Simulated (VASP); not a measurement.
Runs of VASP 6.6.1 on Ag. The structure is that of space group Fm-3m (No. 225), or close to it. The cells are those of the table. 

```csv
task,level,potentials or basis,cell,cutoff (eV),gap on the mesh (eV),pressure (GPa),relaxed volume (Å³/atom)
relaxation of cell and atoms,PBEsol,"VASP PAW PBE potentials, release 64 (Ag)","relaxed from a = 2.889 Å, angles 60.0°, 1 atom",500,none,0.0,16.63
single point,LDA,"VASP PAW LDA potentials, release 64 (Ag)","a = 2.830 Å, angles 60.0°, 1 atom",500,none,0.1,-
relaxation of cell and atoms,PBE,"VASP PAW PBE potentials, release 64 (Ag)","relaxed from a = 2.889 Å, angles 60.0°, 1 atom",500,none,0.0,17.83
single point,r2SCAN,"VASP PAW PBE potentials, release 64 (Ag)","a = 2.903 Å, angles 60.0°, 1 atom",550,none,0.1,-
single point,PBEsol,"VASP PAW PBE potentials, release 64 (Ag)","a = 2.867 Å, angles 60.0°, 1 atom",500,none,(a),-
```

Alike in all rows: no spin polarisation; k mesh 16 × 16 × 16; smearing fermi-dirac 0.05 eV.

**Question.** Estimate the missing entries.

**Answer.** (a) -0.2.

Caveats: the PAW data sets were made with another functional, which shifts forces and pressure a little (some runs).

A k mesh can miss the band edges, and the runs leave out spin-orbit coupling on Ag.

A gap of «none» marks levels without a gap at the run's occupations.
